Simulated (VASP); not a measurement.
# InSb (F-43m) in VASP: single point with PBE

Aim: the single point of InSb with PBE.

Program: VASP 6.6.1. These are calculated values, not measurements. Logs are shortened: lines on timing, memory, paths and dates and some standing lists are left out, and cuts for length are marked.

### 1 The cell of the first run

The structure is cubic, space group F-43m (No. 216). Conventional cell: a = 6.688 Å, b = 6.688 Å, c = 6.688 Å, α = 90.00°, β = 90.00°, γ = 90.00°. In (site symmetry -43m) has 4 Sb at 2.90 Å within 3.8 Å. Within 3.8 Å of Sb (site symmetry -43m) lie 4 In at 2.90 Å.

### 2 Single point, PBE (Ga replaced by In, lengths x 1.046, strained)

INCAR reads:

```
ALGO = Normal
EDIFF = 1E-6
ENCUT = 520
GGA = PE
ISIF = 2
ISMEAR = 0
LASPH = T
LCHARG = F
LREAL = F
LWAVE = F
NBANDS = 16
NELM = 60
PREC = Accurate
SIGMA = 0.1
```

KPOINTS reads:

```
k-points
0
Gamma
  12 12 12
```

POSCAR reads:

```
InSb
1.0
    0.0000000000      3.3442355760      3.3442355760
    3.3442355760      0.0000000000      3.3442355760
    3.3442355760      3.3442355760      0.0000000000
In Sb
1 1
Direct
    0.0000000000      0.0000000000      0.0000000000
    0.7500000000      0.7500000000      0.7500000000
```

Potentials or basis: VASP PAW PBE potentials, release 64 (In_d, Sb).

On the command line:

```
$ cat potpaw_PBE.64/In_d/POTCAR potpaw_PBE.64/Sb/POTCAR > POTCAR
$ mpirun -np 1 vasp_std > vasp.out
```

OUTCAR:

```text
EDIFF = 1E-6
   ENCUT = 520
   GGA = PE
   ISIF = 2
   ISMEAR = 0
   LASPH = T
   LREAL = F
   NELM = 60
   PREC = Accurate

 ion  position               nearest neighbor table
   1  0.000  0.000  0.000-   2 2.90   2 2.90   2 2.90   2 2.90
   2  0.750  0.750  0.750-   1 2.90   1 2.90   1 2.90   1 2.90

  LATTYP: Found a face centered cubic cell.
 ALAT       =     6.6884711520

  Lattice vectors:

 A1 = (   0.0000000000,   3.3442355760,   3.3442355760)
 A2 = (   3.3442355760,   0.0000000000,   3.3442355760)
 A3 = (   3.3442355760,   3.3442355760,   0.0000000000)

Analysis of symmetry for initial positions (statically):
=====================================================================
 Subroutine PRICEL returns:
 Original cell was already a primitive cell.

 Routine SETGRP: Setting up the symmetry group for a
 face centered cubic supercell.

 Subroutine GETGRP returns: Found 24 space group operations
 (whereof 24 operations were pure point group operations)
 out of a pool of 48 trial point group operations.

The static configuration has the point symmetry T_d .

Analysis of symmetry for dynamics (positions and initial velocities):
=====================================================================
 Subroutine PRICEL returns:
 Original cell was already a primitive cell.

 Routine SETGRP: Setting up the symmetry group for a
 face centered cubic supercell.

 Subroutine GETGRP returns: Found 24 space group operations
 (whereof 24 operations were pure point group operations)
 out of a pool of 48 trial point group operations.

The dynamic configuration has the point symmetry T_d .

 Subroutine INISYM returns: Found 24 space group operations
 (whereof 24 operations are pure point group operations),
 and found     1 'primitive' translations

----------------------------------------------------------------------------------------

                                     Primitive cell

  volume of cell :      74.8033

  direct lattice vectors                    reciprocal lattice vectors
     0.000000000  3.344235576  3.344235576    -0.149510998  0.149510998  0.149510998
     3.344235576  0.000000000  3.344235576     0.149510998 -0.149510998  0.149510998
     3.344235576  3.344235576  0.000000000     0.149510998  0.149510998 -0.149510998

  length of vectors
     4.729463307  4.729463307  4.729463307     0.258960646  0.258960646  0.258960646

  position of ions in fractional coordinates (direct lattice)
     0.000000000  0.000000000  0.000000000
     0.750000000  0.750000000  0.750000000

  ion indices of the primitive-cell ions
   primitive index   ion index
                 1           1
                 2           2

----------------------------------------------------------------------------------------

 KPOINTS: k-points

Automatic generation of k-mesh.
 Grid dimensions read from file:
 generate k-points for:   12   12   12

 Generating k-lattice:

  Cartesian coordinates                     Fractional coordinates (reciprocal lattice)
    -0.012459250  0.012459250  0.012459250     0.083333333  0.000000000  0.000000000
     0.012459250 -0.012459250  0.012459250     0.000000000  0.083333333  0.000000000
     0.012459250  0.012459250 -0.012459250     0.000000000  0.000000000  0.083333333

  Length of vectors
     0.021580054  0.021580054  0.021580054

  Shift w.r.t. Gamma in fractional coordinates (k-lattice)
     0.000000000  0.000000000  0.000000000

 Subroutine IBZKPT returns following result:
 ===========================================

 Found     72 irreducible k-points:

 Following reciprocal coordinates:
            Coordinates               Weight
  0.000000  0.000000  0.000000      1.000000
  0.083333  0.000000  0.000000      8.000000
  0.166667  0.000000  0.000000      8.000000
  0.250000  0.000000  0.000000      8.000000
  0.333333  0.000000  0.000000      8.000000
  0.416667  0.000000  0.000000      8.000000
[... 16 lines left out ...]
  0.500000  0.166667  0.000000     24.000000
 -0.416667  0.166667  0.000000     24.000000
 [... further k-points ...]
   k-points           NKPTS =     72   k-points in BZ     NKDIM =     72   number of bands    NBANDS=     16
   number of dos      NEDOS =    301   number of ions     NIONS =      2
   total plane-waves  NPLWV =  46656
   dimension x,y,z NGX =    36 NGY =   36 NGZ =   36
   dimension x,y,z NGXF=    72 NGYF=   72 NGZF=   72
   ions per type =               1   1
   NGX,Y,Z   is equivalent  to a cutoff of  12.65, 12.65, 12.65 a.u.
   NGXF,Y,Z  is equivalent  to a cutoff of  25.31, 25.31, 25.31 a.u.
 SYSTEM =  unknown system
   PREC   = accura    normal or accurate (medium, high low for compatibility)
   ISTART =      0    job   : 0-new  1-cont  2-samecut
   ICHARG =      2    charge: 1-file 2-atom 10-const
   ISPIN  =      1    spin polarized calculation?
   LNONCOLLINEAR =      F non collinear calculations
   LSORBIT =      F    spin-orbit coupling
   LASPH  =      T    aspherical Exc in radial PAW
   ENCUT  =  520.0 eV  38.22 Ry    6.18 a.u.   8.79  8.79  8.79*2*pi/ulx,y,z
   NELM   =     60;   NELMIN=  2; NELMDL= -5     # of ELM steps
   EDIFF  = 0.1E-05   stopping-criterion for ELM
   LREAL  =      F    real-space projection
   EDIFFG = 0.1E-04   stopping-criterion for IOM
   NSW    =      0    number of steps for IOM
   IBRION =     -1    ionic relax: 0-MD 1-quasi-New 2-CG
   NFREE  =      0    steps in history (QN), initial steepest desc. (CG)
   ISIF   =      2    stress and relaxation
   ISYM   =      2    0-nonsym 1-usesym 2-fastsym
   POTIM  = 0.5000    time-step for ionic-motion
   TEBEG  =    0.0;   TEEND  =   0.0 temperature during run
   PSTRESS=    0.0 pullay stress
   NELECT =      18.0000    total number of electrons
   NUPDOWN=      -1.0000    fix difference up-down
   EMIN   =  10.00;   EMAX   =-10.00  energy-range for DOS
   EFERMI =   0.00;   METHOD = LEGACY
   ISMEAR =     0;   SIGMA  =   0.10  broadening in eV -4-tet -1-fermi 0-gaus
   EFERMI_NEDOS =   21; number of points for ismear=-14 and -15
   IALGO  =     38    algorithm
   IMIX   =      4    mixing-type and parameters
     AMIX     =   0.40;   BMIX     =  1.00
     AMIX_MAG =   1.60;   BMIX_MAG =  1.00
  volume/ion in A,a.u.               =      37.40       252.40
  Fermi-wavevector in a.u.,A,eV,Ry     =   1.018260  1.924233 14.107255  1.036854
  Thomas-Fermi vector in A             =   2.151708
   LORBIT       =      0    0 simple, 1 ext, 2 COOP (PROOUT), +10 PAW based schemes
   GGA     = PE    functional components
   LHFCALC =     F    Hartree Fock is set to
   AEXX    =    0.0000 exact exchange contribution
   IVDW    =     0    specifies the selected vdW correction
   LEPSILON=     F    determine dielectric tensor
   LRPA    =     F    only Hartree local field effects (RPA)
 non-spin polarized calculation
 Gauss-broadening in eV      SIGMA  =   0.10
  energy-cutoff  :      520.00
  volume of cell :       74.80
 maximum number of plane-waves:      2044
   NGX = 17   NGY = 17   NGZ = 17

 number of electron      18.0000006 magnetization

 Free energy of the ion-electron system (eV)
  ---------------------------------------------------
  ext. energy  EPLUGINS =         0.00000000
  ---------------------------------------------------
  free energy    TOTEN  =        -6.94846797 eV

  energy without entropy =       -6.94831121  energy(sigma->0) =       -6.94838959

 E-fermi :   4.2115     XC(G=0):  -8.2837

 val. band max:        4.1478713818   @ k =   0.0000   0.0000   0.0000
 cond. band min:       4.5291211994   @ k =   0.5000   0.0000   0.0000
 fundamental gap:      0.3812498175
 Fermi energy:         4.2114751820

 k-point     1 :       0.0000    0.0000    0.0000
  band No.  band energies     occupation
      1     -10.2815      2.00000
      2     -10.2815      2.00000
      3     -10.2815      2.00000
      4     -10.2201      2.00000
      5     -10.2201      2.00000
      6      -6.0040      2.00000
[... 8 lines left out ...]
     15      12.2362      0.00000
     16      12.2362      0.00000

 k-point     2 :       0.0833    0.0000    0.0000
  band No.  band energies     occupation
      1     -10.2836      2.00000
      2     -10.2805      2.00000
      3     -10.2805      2.00000
      4     -10.2202      2.00000
      5     -10.2202      2.00000
      6      -5.9492      2.00000
[... 8 lines left out ...]
     15      11.7965      0.00000
     16      11.7965      0.00000

 k-point     3 :       0.1667    0.0000    0.0000
  band No.  band energies     occupation
      1     -10.2894      2.00000
      2     -10.2778      2.00000
      3     -10.2778      2.00000
      4     -10.2202      2.00000
      5     -10.2202      2.00000
      6      -5.7896      2.00000
[... 8 lines left out ...]
     15      11.3979      0.00000
     16      11.3979      0.00000

 k-point     4 :       0.2500    0.0000    0.0000
  band No.  band energies     occupation
      1     -10.2973      2.00000
      2     -10.2743      2.00000
      3     -10.2743      2.00000
      4     -10.2201      2.00000
      5     -10.2201      2.00000
      6      -5.5423      2.00000
[... 8 lines left out ...]
     15      11.3583      0.00000
     16      11.3583      0.00000

 k-point     5 :       0.3333    0.0000    0.0000
  band No.  band energies     occupation
      1     -10.3050      2.00000
      2     -10.2711      2.00000
      3     -10.2711      2.00000
      4     -10.2196      2.00000
      5     -10.2196      2.00000
      6      -5.2461      2.00000
[... 8 lines left out ...]
     15      11.7478      0.00000
     16      11.7478      0.00000

 k-point     6 :       0.4167    0.0000    0.0000
  band No.  band energies     occupation
      1     -10.3107      2.00000
      2     -10.2691      2.00000
      3     -10.2691      2.00000
      4     -10.2190      2.00000
      5     -10.2190      2.00000
      6      -4.9797      2.00000
[... 8 lines left out ...]
     15      12.4725      0.00000
     16      12.4725      0.00000
[... 267 lines left out ...]
 k-point    21 :       0.3333    0.1667    0.0000
  band No.  band energies     occupation
      1     -10.3094      2.00000
      2     -10.2682      2.00000
      3     -10.2669      2.00000
      4     -10.2242      2.00000
      5     -10.2172      2.00000
      6      -5.2702      2.00000
[... 8 lines left out ...]
     15      12.2970      0.00000
     16      12.6345      0.00000

 k-point    22 :       0.4167    0.1667    0.0000
  band No.  band energies     occupation
      1     -10.3144      2.00000
      2     -10.2664      2.00000
      3     -10.2646      2.00000
      4     -10.2236      2.00000
      5     -10.2172      2.00000
      6      -4.9857      2.00000
[... 8 lines left out ...]
     15      12.4360      0.00000
     16      13.1372      0.00000

 k-point    23 :       0.5000    0.1667    0.0000
  band No.  band energies     occupation
      1     -10.3171      2.00000
      2     -10.2656      2.00000
      3     -10.2637      2.00000
      4     -10.2223      2.00000
      5     -10.2178      2.00000
      6      -4.7695      2.00000
[... 8 lines left out ...]
     15      12.8032      0.00000
     16      13.1575      0.00000

 k-point    24 :      -0.4167    0.1667    0.0000
  band No.  band energies     occupation
      1     -10.3167      2.00000
      2     -10.2656      2.00000
      3     -10.2644      2.00000
      4     -10.2208      2.00000
      5     -10.2190      2.00000
      6      -4.7365      2.00000
[... 8 lines left out ...]
     15      12.2036      0.00000
     16      12.5219      0.00000

 [... further k-points ...]
[... 5 lines left out ...]
  --------------------------------------------------------------------------------------
  -------------------------------------------------------------------------------------
  Total       -0.3991551     -0.3991551     -0.3991551      0.0000000      0.0000000      0.0000000
  in kB       -8.5493220     -8.5493220     -8.5493220      0.0000000      0.0000000      0.0000000
  external PRESSURE =      -8.5493220 kB  Pullay stress =       0.0000000 kB

 VOLUME and BASIS-vectors are now :
 -----------------------------------------------------------------------------
  energy-cutoff  :      520.00
  volume of cell :       74.80
      direct lattice vectors                 reciprocal lattice vectors
     0.000000000  3.344235576  3.344235576    -0.149510998  0.149510998  0.149510998
     3.344235576  0.000000000  3.344235576     0.149510998 -0.149510998  0.149510998
     3.344235576  3.344235576  0.000000000     0.149510998  0.149510998 -0.149510998

 POSITION                                       TOTAL-FORCE (eV/Angst)
 -----------------------------------------------------------------------------------
      0.00000      0.00000      0.00000        -0.000000      0.000000     -0.000000
      5.01635      5.01635      5.01635         0.000000     -0.000000      0.000000
 -----------------------------------------------------------------------------------
    total drift:                                0.000000      0.000000      0.000000

  FREE ENERGIE OF THE ION-ELECTRON SYSTEM (eV)
  ---------------------------------------------------
  free  energy   TOTEN  =        -6.9484679684 eV

  energy  without entropy=       -6.9483112141  energy(sigma->0) =       -6.94838959
```

It took 68 s on 1 thread of AMD EPYC 7R43 (Zen 3), shared host; peak memory 0.22 GiB.

What came out:

```
Free energy            : -6.9485 eV
Pressure               : -0.9 GPa
Band gap on the k mesh : zero (filled and empty bands touch)
```

Caveat: the cell differs from its parent crystal (Ga replaced by In, lengths x 1.046, strained); spin-orbit coupling is left out, which moves the levels of the heavy elements.
